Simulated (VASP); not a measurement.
# Rb (P6_3/mmc) in VASP: single point with PBE

Aim: the single point of Rb with PBE.

Everything below comes from runs of VASP 6.6.1. Logs are shortened: lines on timing, memory, paths and dates and some standing lists are left out, and cuts for length are marked.

**1. The cell of the first run**

It takes space group P6_3/mmc (No. 194, hexagonal). Conventional cell: a = 5.015 Å, b = 5.015 Å, c = 9.081 Å, α = 90.00°, β = 90.00°, γ = 120.00°.

This isn't the form of Rb at room conditions, which is bcc.

**2. Single point, PBE (strained)**

INCAR reads:

```
PREC = Accurate ; ENCUT = 520
EDIFF = 1E-7 ; ISMEAR = 0
SIGMA = 0.1 ; LREAL = F
LASPH = T ; NELM = 80
ALGO = Fast ; ISIF = 2
LWAVE = F ; LCHARG = F
GGA = PE ; NBANDS = 16
```

KPOINTS reads:

```
regular mesh
0
Gamma
  9 9 6
```

POSCAR reads:

```
Rb
1.0
    5.0151912059      0.0000000000      0.0000000000
   -2.5075956029      4.3432829891      0.0000000000
    0.0000000000      0.0000000000      9.0806996662
Rb
2
Direct
    0.3333333300      0.6666666700      0.2500000000
    0.6666666700      0.3333333300      0.7500000000
```

Potentials or basis: VASP PAW PBE potentials, release 64 (Rb_sv).

Run with:

```sh
$ cat potpaw_PBE.64/Rb_sv/POTCAR > POTCAR
$ mpirun -np 1 vasp_std > vasp.out
```

OUTCAR:

```text
PREC = Accurate
   ENCUT = 520
   EDIFF = 1E-7
   ISMEAR = 0
   LREAL = F
   LASPH = T
   NELM = 80
   ISIF = 2
   GGA = PE

 ion  position               nearest neighbor table
   1  0.333  0.667  0.250-   2 5.39   2 5.39   2 5.39   2 5.39   2 5.39   2 5.39
   2  0.667  0.333  0.750-   1 5.39   1 5.39   1 5.39   1 5.39   1 5.39   1 5.39

  LATTYP: Found a hexagonal cell.
 ALAT       =     5.0151912059
 C/A-ratio  =     1.8106387759

  Lattice vectors:

 A1 = (   5.0151912059,   0.0000000000,   0.0000000000)
 A2 = (  -2.5075956029,   4.3432829891,   0.0000000000)
 A3 = (   0.0000000000,   0.0000000000,   9.0806996662)

Analysis of symmetry for initial positions (statically):
=====================================================================
 Subroutine PRICEL returns:
 Original cell was already a primitive cell.

 Routine SETGRP: Setting up the symmetry group for a
 hexagonal supercell.

 Subroutine GETGRP returns: Found 24 space group operations
 (whereof 12 operations were pure point group operations)
 out of a pool of 24 trial point group operations.

The static configuration has the point symmetry D_3d.
 The point group associated with its full space group is D_6h.

Analysis of symmetry for dynamics (positions and initial velocities):
=====================================================================
 Subroutine PRICEL returns:
 Original cell was already a primitive cell.

 Routine SETGRP: Setting up the symmetry group for a
 hexagonal supercell.

 Subroutine GETGRP returns: Found 24 space group operations
 (whereof 12 operations were pure point group operations)
 out of a pool of 24 trial point group operations.

The dynamic configuration has the point symmetry D_3d.
 The point group associated with its full space group is D_6h.

 Subroutine INISYM returns: Found 24 space group operations
 (whereof 12 operations are pure point group operations),
 and found     1 'primitive' translations

----------------------------------------------------------------------------------------

                                     Primitive cell

  volume of cell :     197.7994

  direct lattice vectors                    reciprocal lattice vectors
     5.015191206  0.000000000  0.000000000     0.199394192  0.115120291  0.000000000
    -2.507595603  4.343282989  0.000000000     0.000000000  0.230240581  0.000000000
     0.000000000  0.000000000  9.080699666     0.000000000  0.000000000  0.110123673

  length of vectors
[... 83 lines left out ...]
   LREAL  =      F    real-space projection
   EDIFFG = 0.1E-05   stopping-criterion for IOM
   NSW    =      0    number of steps for IOM
   IBRION =     -1    ionic relax: 0-MD 1-quasi-New 2-CG
   NFREE  =      0    steps in history (QN), initial steepest desc. (CG)
   ISIF   =      2    stress and relaxation
   ISYM   =      2    0-nonsym 1-usesym 2-fastsym
   POTIM  = 0.5000    time-step for ionic-motion
   TEBEG  =    0.0;   TEEND  =   0.0 temperature during run
   PSTRESS=    0.0 pullay stress
   NELECT =      18.0000    total number of electrons
   NUPDOWN=      -1.0000    fix difference up-down
   EMIN   =  10.00;   EMAX   =-10.00  energy-range for DOS
   EFERMI =   0.00;   METHOD = LEGACY
   ISMEAR =     0;   SIGMA  =   0.10  broadening in eV -4-tet -1-fermi 0-gaus
   EFERMI_NEDOS =   21; number of points for ismear=-14 and -15
   IALGO  =     68    algorithm
   IMIX   =      4    mixing-type and parameters
     AMIX     =   0.40;   BMIX     =  1.00
     AMIX_MAG =   1.60;   BMIX_MAG =  1.00
  volume/ion in A,a.u.               =      98.90       667.41
  Fermi-wavevector in a.u.,A,eV,Ry     =   0.736361  1.391520  7.377450  0.542227
  Thomas-Fermi vector in A             =   1.829782
   LORBIT       =      0    0 simple, 1 ext, 2 COOP (PROOUT), +10 PAW based schemes
   GGA     = PE    functional components
   LHFCALC =     F    Hartree Fock is set to
   AEXX    =    0.0000 exact exchange contribution
   IVDW    =     0    specifies the selected vdW correction
   LEPSILON=     F    determine dielectric tensor
   LRPA    =     F    only Hartree local field effects (RPA)
 non-spin polarized calculation
 RMM-DIIS sequential band-by-band and
 Gauss-broadening in eV      SIGMA  =   0.10
  energy-cutoff  :      520.00
  volume of cell :      197.80
 maximum number of plane-waves:      5356
 NGX is ok and might be reduce to    40
   NGX = 19   NGY = 19   NGZ = 33

 number of electron      18.0000000 magnetization

 Free energy of the ion-electron system (eV)
  ---------------------------------------------------
  ext. energy  EPLUGINS =         0.00000000
  ---------------------------------------------------
  free energy    TOTEN  =        -1.85866021 eV

  energy without entropy =       -1.84937495  energy(sigma->0) =       -1.85401758

 E-fermi :  -0.1732     XC(G=0):  -5.2671

 val. band max:       -0.2020897352   @ k =   0.2222   0.0000   0.1667
 cond. band min:      -0.1639816051   @ k =   0.1111  -0.0000   0.0000
 fundamental gap:      0.0381081301
 Fermi energy:        -0.1731508476

 k-point     1 :       0.0000    0.0000    0.0000
  band No.  band energies     occupation
      1     -29.1163      2.00000
      2     -29.1149      2.00000
      3     -13.2222      2.00000
      4     -13.1712      2.00000
      5     -13.1670      2.00000
      6     -13.1670      2.00000
[... 433 lines left out ...]
      3     -13.2223      2.00000
      4     -13.2186      2.00000
      5     -13.2186      2.00000
      6     -13.2118      2.00000
[... 8 lines left out ...]
     15       2.4118      0.00000
     16       3.3107      0.00000

 [... further k-points ...]

------------------------ aborting loop because EDIFF is reached ----------------------------------------

  FORCE on cell =-STRESS in cart. coord.  units (eV):
  Direction    XX          YY          ZZ          XY          YZ          ZX
  --------------------------------------------------------------------------------------
  -------------------------------------------------------------------------------------
  Total       -0.0878380     -0.0878380     -0.4601019     -0.0000000      0.0000000      0.0000000
  in kB       -0.7114890     -0.7114890     -3.7268305     -0.0000000      0.0000000      0.0000000
  external PRESSURE =      -1.7166028 kB  Pullay stress =       0.0000000 kB

 VOLUME and BASIS-vectors are now :
 -----------------------------------------------------------------------------
  energy-cutoff  :      520.00
  volume of cell :      197.80
      direct lattice vectors                 reciprocal lattice vectors
     5.015191206  0.000000000  0.000000000     0.199394192  0.115120291  0.000000000
    -2.507595603  4.343282989  0.000000000     0.000000000  0.230240581  0.000000000
     0.000000000  0.000000000  9.080699666     0.000000000  0.000000000  0.110123673

 POSITION                                       TOTAL-FORCE (eV/Angst)
 -----------------------------------------------------------------------------------
     -0.00000      2.89552      2.27017         0.000000      0.000000      0.000000
      2.50760      1.44776      6.81052        -0.000000      0.000000      0.000000
 -----------------------------------------------------------------------------------
    total drift:                               -0.000005      0.000003     -0.000000

  FREE ENERGIE OF THE ION-ELECTRON SYSTEM (eV)
  ---------------------------------------------------
  free  energy   TOTEN  =        -1.8586602053 eV

  energy  without entropy=       -1.8493749458  energy(sigma->0) =       -1.85401758
```

Run time: 1.7 min. Hardware: 1 thread of Oxide Virtual Turin-like, shared host; peak memory 0.34 GiB.

What came out:

```yaml
Free_energy: -1.8587 eV
Pressure: -0.2 GPa
Band_gap_on_the_k_mesh: zero (bands 9 and 10 overlap by 2.45 eV)
```

Stress tensor (GPa, compression positive):
```
-0.07  0.00  0.00
 0.00 -0.07  0.00
 0.00  0.00 -0.37
```

Caveat: the cell differs from its parent crystal (strained).

The gap in the log of VASP goes by the Fermi energy; the results here count the filled bands.